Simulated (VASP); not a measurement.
Wanted: the native input for a VASP 6.6.1 run.

| Quantity | Value |
| --- | --- |
| Task | single point |
| Functional | PBE |
| Potentials or basis | VASP PAW PBE potentials, release 64 (Mn_pv, O) |
| Cutoff | 520 eV |
| k mesh | 10 × 10 × 10 |
| Occupations | gaussian, width 0.011 eV |
| Spin | collinear spin, ferromagnetic start |
| Starting moments | [4.0, 0.0] μB |
| Dipole correction | no |
| Further INCAR settings | ALGO = Normal; EDIFF = 1e-07; NBANDS = 20 |

The structure of MnO lies in POSCAR:

```
MnO
1.0
    0.0000000000      2.2239077028      2.2239077028
    2.2239077028      0.0000000000      2.2239077028
    2.2239077028      2.2239077028      0.0000000000
Mn O
1 1
Direct
    0.0000000000      0.0000000000      0.0000000000
    0.5000000000      0.5000000000      0.5000000000
```

These files were run (other wordings do the same):

INCAR

```
PREC     = Accurate       # precision mode
ENCUT    = 520            # plane-wave cutoff, eV
EDIFF    = 1E-7           # SCF threshold, eV
ISMEAR   = 0              # smearing method
SIGMA    = 0.011          # smearing width, eV
LREAL    = False          # projectors in reciprocal space
LASPH    = True           # aspherical terms in the spheres
NELM     = 150            # most SCF steps
ALGO     = Normal         # electronic algorithm
ISIF     = 2              # what is computed and relaxed
LWAVE    = False          # write WAVECAR
LCHARG   = False          # write CHGCAR
ISPIN    = 2              # spin polarisation
MAGMOM   = 4 0            # initial moments
LORBIT   = 11             # projections on sites
LMAXMIX  = 4              # l up to which the mixer works
GGA      = PE             # functional
NBANDS   = 20             # bands
```

KPOINTS

```
Automatic mesh
0
Gamma
  10 10 10
```

Potentials or basis: VASP PAW PBE potentials, release 64 (Mn_pv, O).

Run with:

```sh
$ cat potpaw_PBE.64/Mn_pv/POTCAR potpaw_PBE.64/O/POTCAR > POTCAR
$ mpirun -np 1 vasp_std > vasp.out
```

Results of the run:

The pressure is 0.4 GPa, the net moment is 4.80 μB per cell and the site moments are Mn +4.36; O +0.21 μB. The valence electrons inside the program's atomic spheres are Mn 11.35; O 4.98.

Caveat: a cell with one magnetic atom can't hold antiferromagnetic order, which such compounds often take.

It took 36 s on 1 thread of Intel(R) Xeon(R) Platinum 8259CL CPU @ 2.50GHz (Skylake/Cascade Lake) (shared host), peak memory 0.16 GiB.
